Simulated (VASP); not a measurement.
A run of VASP 6.6.1 is set up as follows.

Contents of INCAR:

```
SYSTEM = TiO2
ALGO = Normal ; EDIFF = 1E-7
ENCUT = 520 ; GGA = PE
ISIF = 2 ; ISMEAR = 0
LASPH = .TRUE. ; LCHARG = .TRUE.
LDAU = .TRUE. ; LDAUJ = 0 0
LDAUL = 2 -1 ; LDAUPRINT = 1
LDAUTYPE = 2 ; LDAUU = 4 0
LELF = .TRUE. ; LMAXMIX = 4
LREAL = .FALSE. ; LVHAR = .TRUE.
LWAVE = .FALSE. ; NBANDS = 33
NELM = 150 ; PREC = Accurate
SIGMA = 0.05
```

The input KPOINTS:

```
k-points
0
G
  6 6 6
  0 0 0
```

File POSCAR:

```
TiO2
1.0
    2.6553285366     -2.6554023247     -0.0198141649
    2.6553285366      2.6554023247     -0.0198141649
   -2.6193061034      0.0000000000      4.8299503602
Ti O
2 4
Direct
    0.1250069486      0.8749930514      0.2500000000
    0.8749930514      0.1250069486      0.7500000000
    0.3271550908      0.0771783661      0.6543199035
    0.6728449092      0.9228216339      0.3456800965
    0.9228216339      0.6728449092      0.8456800965
    0.0771783661      0.3271550908      0.1543199035
```

Potentials or basis: VASP PAW PBE potentials, release 64 (Ti_sv, O).

The run is started by

```bash
$ cat potpaw_PBE.64/Ti_sv/POTCAR potpaw_PBE.64/O/POTCAR > POTCAR
$ mpirun -np 1 vasp_std > vasp.out
```

Task: What does it give for the pressure?

Result: 17.9 GPa.

Task: Estimate the band gap on the k mesh.

Result: 2.90 eV (least direct gap 3.13 eV).

Forces in eV/Å, atoms in the order of the input:
```
Ti   0.000  0.000  0.000
Ti   0.000  0.000  0.000
O    0.008  0.000  1.024
O   -0.008  0.000 -1.024
O   -0.008  0.000 -1.024
O    0.008  0.000  1.024
```

Caveat: the cell differs from its parent crystal (atoms shifted along a free coordinate); the cell stands under pressure; forces of over 1 eV/Å act on the atoms, so gaps and moduli don't describe the material at rest. A k mesh can miss the band edges.
